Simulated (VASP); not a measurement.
# AlNi (Cmmm) in VASP: single point with r2SCAN

Aim: the single point of AlNi with r2SCAN.

Program: VASP 6.6.1. These are calculated values, not measurements. Logs are shortened: lines on timing, memory, paths and dates and some standing lists are left out, and cuts for length are marked.

**1. The cell of the first run**

It takes space group Cmmm (No. 65, orthorhombic). Conventional cell: a = 3.877 Å, b = 3.906 Å, c = 3.099 Å, α = 90.00°, β = 90.00°, γ = 90.00°. Al (site symmetry mmm) has 8 Ni at 2.48 to 2.49 Å and 6 Al at 2.75 to 3.10 Å within 3.3 Å. Ni (site symmetry mmm) has 8 Al at 2.48 to 2.49 Å and 6 Ni at 2.75 to 3.10 Å within 3.3 Å.

**2. Single point, r2SCAN, collinear spin, ferromagnetic start**

File POSCAR:

```
AlNi
1.0
    1.9386940000     -1.9531900000      0.0000000000
    1.9386940000      1.9531900000      0.0000000000
    0.0000000000      0.0000000000      3.0994300000
Al Ni
1 1
Direct
    0.0000000000      0.0000000000      0.0000000000
    0.5000000000      0.5000000000      0.5000000000
```

File INCAR.step1:

```
SYSTEM = AlNi
  PREC = Accurate
  ENCUT = 520
  ISMEAR = 1
  SIGMA = 0.1
  LREAL = .FALSE.
  LASPH = .TRUE.
  NELM = 150
  ISPIN = 2
  MAGMOM = 0 1
  LMAXMIX = 4
  NBANDS = 18
  GGA = PE
  ALGO = Normal
  EDIFF = 1E-4
  LWAVE = .TRUE.
  LCHARG = .FALSE.
```

File INCAR.step2:

```
SYSTEM = AlNi
  PREC = Accurate
  ENCUT = 520
  EDIFF = 1E-6
  ISMEAR = 1
  SIGMA = 0.1
  LREAL = .FALSE.
  LASPH = .TRUE.
  NELM = 150
  ALGO = Normal
  ISIF = 2
  LWAVE = .FALSE.
  LCHARG = .FALSE.
  ISPIN = 2
  MAGMOM = 0 1
  LORBIT = 11
  LMAXMIX = 4
  METAGGA = R2SCAN
  LMIXTAU = .TRUE.
  NBANDS = 18
  ISTART = 1
```

File KPOINTS:

```
Automatic mesh
0
G
  11 11 10
  0 0 0
```

Potentials or basis: VASP PAW PBE potentials, release 64 (Al, Ni).

Launch:

```
cat potpaw_PBE.64/Al/POTCAR potpaw_PBE.64/Ni/POTCAR > POTCAR
cp INCAR.step1 INCAR
mpirun -np 1 vasp_std > vasp.out
cp INCAR.step2 INCAR
mpirun -np 1 vasp_std > vasp.out
```

OUTCAR:

```text
SYSTEM = AlNi
   PREC = Accurate
   ENCUT = 520
   EDIFF = 1E-6
   ISMEAR = 1
   LREAL = .FALSE.
   LASPH = .TRUE.
   NELM = 150
   ISIF = 2
   ISPIN = 2
   LORBIT = 11
   METAGGA = R2SCAN
   ISTART = 1

 ion  position               nearest neighbor table
   1  0.000  0.000  0.000-   2 2.48   2 2.48   2 2.48   2 2.48   2 2.49   2 2.49   2 2.49   2 2.49

   2  0.500  0.500  0.500-   1 2.48   1 2.48   1 2.48   1 2.48   1 2.49   1 2.49   1 2.49   1 2.49

  LATTYP: Found a base centered orthorhombic cell.
 ALAT       =     3.8773880000
 B/A-ratio  =     1.0074771986
 C/A-ratio  =     0.7993602910

  Lattice vectors:

 A1 = (   1.9386940000,  -1.9531900000,   0.0000000000)
 A2 = (   1.9386940000,   1.9531900000,   0.0000000000)
 A3 = (   0.0000000000,   0.0000000000,   3.0994300000)

Analysis of symmetry for initial positions (statically):
=====================================================================
 Subroutine PRICEL returns:
 Original cell was already a primitive cell.

 Routine SETGRP: Setting up the symmetry group for a
 base centered orthorhombic supercell.

 Subroutine GETGRP returns: Found  8 space group operations
 (whereof  8 operations were pure point group operations)
 out of a pool of  8 trial point group operations.

The static configuration has the point symmetry D_2h.

Analysis of symmetry for dynamics (positions and initial velocities):
=====================================================================
 Subroutine PRICEL returns:
 Original cell was already a primitive cell.

 Routine SETGRP: Setting up the symmetry group for a
 base centered orthorhombic supercell.

 Subroutine GETGRP returns: Found  8 space group operations
 (whereof  8 operations were pure point group operations)
 out of a pool of  8 trial point group operations.

The dynamic configuration has the point symmetry D_2h.

Analysis of structural, dynamic, and magnetic symmetry:
=====================================================================
 Subroutine PRICEL returns:
 Original cell was already a primitive cell.

 Routine SETGRP: Setting up the symmetry group for a
 base centered orthorhombic supercell.

 Subroutine GETGRP returns: Found  8 space group operations
 (whereof  8 operations were pure point group operations)
 out of a pool of  8 trial point group operations.

The overall configuration has the point symmetry D_2h.

 Subroutine INISYM returns: Found  8 space group operations
 (whereof  8 operations are pure point group operations),
 and found     1 'primitive' translations

----------------------------------------------------------------------------------------

                                     Primitive cell

  volume of cell :      23.4728

  direct lattice vectors                    reciprocal lattice vectors
     1.938694000 -1.953190000  0.000000000     0.257905580 -0.255991481  0.000000000
     1.938694000  1.953190000  0.000000000     0.257905580  0.255991481  0.000000000
     0.000000000  0.000000000  3.099430000     0.000000000  0.000000000  0.322639969

  length of vectors
     2.751996657  2.751996657  3.099430000     0.363382617  0.363382617  0.322639969

  position of ions in fractional coordinates (direct lattice)
     0.000000000  0.000000000  0.000000000
     0.500000000  0.500000000  0.500000000

  ion indices of the primitive-cell ions
   primitive index   ion index
                 1           1
                 2           2

----------------------------------------------------------------------------------------

 KPOINTS: Automatic mesh

Automatic generation of k-mesh.
 Grid dimensions read from file:
 generate k-points for:   11   11   10

 Generating k-lattice:

  Cartesian coordinates                     Fractional coordinates (reciprocal lattice)
     0.023445962 -0.023271953  0.000000000     0.090909091  0.000000000  0.000000000
     0.023445962  0.023271953  0.000000000     0.000000000  0.090909091  0.000000000
     0.000000000  0.000000000  0.032263997     0.000000000  0.000000000  0.100000000

  Length of vectors
     0.033034783  0.033034783  0.032263997

  Shift w.r.t. Gamma in fractional coordinates (k-lattice)
     0.000000000  0.000000000  0.000000000

 Subroutine IBZKPT returns following result:
 ===========================================

 Found    216 irreducible k-points:

 Following reciprocal coordinates:
            Coordinates               Weight
  0.000000  0.000000  0.000000      1.000000
  0.090909 -0.000000  0.000000      4.000000
  0.181818  0.000000  0.000000      4.000000
  0.272727 -0.000000  0.000000      4.000000
  0.363636 -0.000000  0.000000      4.000000
  0.454545 -0.000000  0.000000      4.000000
[... 16 lines left out ...]
 -0.272727  0.181818  0.000000      4.000000
 -0.181818  0.181818  0.000000      2.000000
 [... further k-points ...]
   k-points           NKPTS =    216   k-points in BZ     NKDIM =    216   number of bands    NBANDS=     18
   number of dos      NEDOS =    301   number of ions     NIONS =      2
   total plane-waves  NPLWV =   9600
   dimension x,y,z NGX =    20 NGY =   20 NGZ =   24
   dimension x,y,z NGXF=    40 NGYF=   40 NGZF=   48
   ions per type =               1   1
   NGX,Y,Z   is equivalent  to a cutoff of  12.08, 12.08, 12.87 a.u.
   NGXF,Y,Z  is equivalent  to a cutoff of  24.16, 24.16, 25.75 a.u.
 SYSTEM =  AlNi
   PREC   = accura    normal or accurate (medium, high low for compatibility)
   ISTART =      1    job   : 0-new  1-cont  2-samecut
   ICHARG =      0    charge: 1-file 2-atom 10-const
   ISPIN  =      2    spin polarized calculation?
   LNONCOLLINEAR =      F non collinear calculations
   LSORBIT =      F    spin-orbit coupling
   LASPH  =      T    aspherical Exc in radial PAW
   ENCUT  =  520.0 eV  38.22 Ry    6.18 a.u.   5.12  5.12  5.76*2*pi/ulx,y,z
   NELM   =    150;   NELMIN=  2; NELMDL=  0     # of ELM steps
   EDIFF  = 0.1E-05   stopping-criterion for ELM
   LREAL  =      F    real-space projection
   EDIFFG = 0.1E-04   stopping-criterion for IOM
   NSW    =      0    number of steps for IOM
   IBRION =     -1    ionic relax: 0-MD 1-quasi-New 2-CG
   NFREE  =      0    steps in history (QN), initial steepest desc. (CG)
   ISIF   =      2    stress and relaxation
   ISYM   =      2    0-nonsym 1-usesym 2-fastsym
   POTIM  = 0.5000    time-step for ionic-motion
   TEBEG  =    0.0;   TEEND  =   0.0 temperature during run
   PSTRESS=    0.0 pullay stress
   NELECT =      13.0000    total number of electrons
   NUPDOWN=      -1.0000    fix difference up-down
   EMIN   =  10.00;   EMAX   =-10.00  energy-range for DOS
   EFERMI =   0.00;   METHOD = LEGACY
   ISMEAR =     1;   SIGMA  =   0.10  broadening in eV -4-tet -1-fermi 0-gaus
   EFERMI_NEDOS =   21; number of points for ismear=-14 and -15
   IALGO  =     38    algorithm
   IMIX   =      4    mixing-type and parameters
     AMIX     =   0.40;   BMIX     =  1.00
     AMIX_MAG =   1.60;   BMIX_MAG =  1.00
  volume/ion in A,a.u.               =      11.74        79.20
  Fermi-wavevector in a.u.,A,eV,Ry     =   1.344417  2.540580 24.591957  1.807458
  Thomas-Fermi vector in A             =   2.472413
   LORBIT       =     11    0 simple, 1 ext, 2 COOP (PROOUT), +10 PAW based schemes
   METAGGA = R2SCAN    functional components
   LHFCALC =     F    Hartree Fock is set to
   AEXX    =    0.0000 exact exchange contribution
   IVDW    =     0    specifies the selected vdW correction
   LEPSILON=     F    determine dielectric tensor
   LRPA    =     F    only Hartree local field effects (RPA)
 spin polarized calculation
 Methfessel and Paxton  Order N= 1 SIGMA  =   0.10
  energy-cutoff  :      520.00
  volume of cell :       23.47
 maximum number of plane-waves:       643
   NGX = 11   NGY = 11   NGZ = 11

 number of electron      13.0000022 magnetization       0.0000381

 number of electron      13.0000021 magnetization      -0.0000018

 Free energy of the ion-electron system (eV)
  ---------------------------------------------------
  ext. energy  EPLUGINS =         0.00000000
  ---------------------------------------------------
  free energy    TOTEN  =       -20.02240869 eV

  energy without entropy =      -20.02242361  energy(sigma->0) =      -20.02241366

 E-fermi :  10.1790     XC(G=0): -13.1119

 val. band max:       10.1623307509   @ k =  -0.4545   0.2727   0.3000
 cond. band min:      10.1831915414   @ k =   0.3636  -0.0000   0.0000
 fundamental gap:      0.0208607905
 Fermi energy:        10.1789824490

 spin component 1

 k-point     1 :       0.0000    0.0000    0.0000
  band No.  band energies     occupation
      1      -1.7336      1.00000
      2       6.5649      1.00000
      3       6.7598      1.00000
      4       8.4171      1.00000
      5       8.4361      1.00000
      6       8.6715      1.00000
[... 10 lines left out ...]
     17      34.8998      0.00000
     18      34.9069      0.00000
[... 463 lines left out ...]
 k-point    24 :      -0.1818    0.1818    0.0000
  band No.  band energies     occupation
      1      -0.3648      1.00000
      2       6.8046      1.00000
      3       6.9080      1.00000
      4       7.9882      1.00000
      5       8.1543      1.00000
      6       8.1790      1.00000
[... 10 lines left out ...]
     17      33.8340      0.00000
     18      38.6817      0.00000

 [... further k-points ...]

 spin component 2

 k-point     1 :       0.0000    0.0000    0.0000
  band No.  band energies     occupation
      1      -1.7336      1.00000
      2       6.5649      1.00000
      3       6.7598      1.00000
      4       8.4171      1.00000
      5       8.4361      1.00000
      6       8.6715      1.00000
[... 10 lines left out ...]
     17      34.8998      0.00000
     18      34.9069      0.00000
[... 463 lines left out ...]
 k-point    24 :      -0.1818    0.1818    0.0000
  band No.  band energies     occupation
      1      -0.3648      1.00000
      2       6.8046      1.00000
      3       6.9080      1.00000
      4       7.9882      1.00000
      5       8.1543      1.00000
      6       8.1790      1.00000
[... 10 lines left out ...]
     17      33.8340      0.00000
     18      38.6817      0.00000

 [... further k-points ...]

------------------------ aborting loop because EDIFF is reached ----------------------------------------

  FORCE on cell =-STRESS in cart. coord.  units (eV):
  Direction    XX          YY          ZZ          XY          YZ          ZX
  --------------------------------------------------------------------------------------
  -------------------------------------------------------------------------------------
  Total        0.4863324      0.2165771     -0.5620181     -0.0000000      0.0000000      0.0000000
  in kB       33.1954200     14.7828285    -38.3614760     -0.0000000      0.0000000      0.0000000
  external PRESSURE =       3.2055908 kB  Pullay stress =       0.0000000 kB

 VOLUME and BASIS-vectors are now :
 -----------------------------------------------------------------------------
  energy-cutoff  :      520.00
  volume of cell :       23.47
      direct lattice vectors                 reciprocal lattice vectors
     1.938694000 -1.953190000  0.000000000     0.257905580 -0.255991481  0.000000000
     1.938694000  1.953190000  0.000000000     0.257905580  0.255991481  0.000000000
     0.000000000  0.000000000  3.099430000     0.000000000  0.000000000  0.322639969

 POSITION                                       TOTAL-FORCE (eV/Angst)
 -----------------------------------------------------------------------------------
      0.00000      0.00000      0.00000         0.000000     -0.000000      0.000000
      1.93869      0.00000      1.54971        -0.000000      0.000000      0.000000
 -----------------------------------------------------------------------------------
    total drift:                                0.000000      0.000000      0.000000

  FREE ENERGIE OF THE ION-ELECTRON SYSTEM (eV)
  ---------------------------------------------------
  free  energy   TOTEN  =       -20.0224086894 eV

  energy  without entropy=      -20.0224236061  energy(sigma->0) =      -20.02241366

 total charge

# of ion       s       p       d       tot
------------------------------------------
    1        0.385   0.437   0.000   0.821
    2        0.496   0.561   8.483   9.540
--------------------------------------------------
tot          0.881   0.997   8.483  10.362

 magnetization (x)

# of ion       s       p       d       tot
------------------------------------------
    1       -0.000  -0.000   0.000  -0.000
    2       -0.000   0.000  -0.000  -0.000
--------------------------------------------------
tot         -0.000   0.000  -0.000  -0.000
```

Run time: 4.9 min. Hardware: 1 thread of Intel Xeon 6975P-C, shared host; peak memory 0.25 GiB.

Results:

- Free energy: -20.0224 eV
- Pressure: 0.3 GPa
- Net moment: 0.00 μB per cell
- Valence electrons inside the program's atomic spheres: Al 0.82; Ni 9.54

Caveat: the PAW data sets were made with another functional, which shifts forces and pressure a little.
